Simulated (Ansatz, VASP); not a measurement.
## Ir: VASP beside Ansatz

```
Ir
1.0
     0.00000    1.92285    1.92285
     1.92285    0.00000    1.92285
     1.92285    1.92285    0.00000
Ir
1
Direct
  0.00000 0.00000 0.00000
```

Alike in both runs: task single point; functional r2SCAN; k mesh 14 × 14 × 14; occupations methfessel-paxton of order 1, width 0.6 eV; no spin polarisation.

|  | VASP | Ansatz |
| --- | --- | --- |
| version | VASP 6.6.1 | Ansatz 0.2.0 |
| potentials or method | VASP PAW PBE potentials, release 64 (Ir), cutoff 520 eV | plane waves (500 eV) with PAW, scalar-relativistic |
| valence electrons in the cell | 9 | 17 |

|  | VASP | Ansatz | Ansatz less VASP |
| --- | --- | --- | --- |
| pressure (GPa) | 2.1 | -0.4 | -2.48 |

VASP's potentials were made for PBE, not for r2SCAN. VASP's potentials hold 9 valence electrons a cell and Ansatz's 17, so a difference there can come from the potentials and not from the codes.

Neither program's run includes spin-orbit coupling.
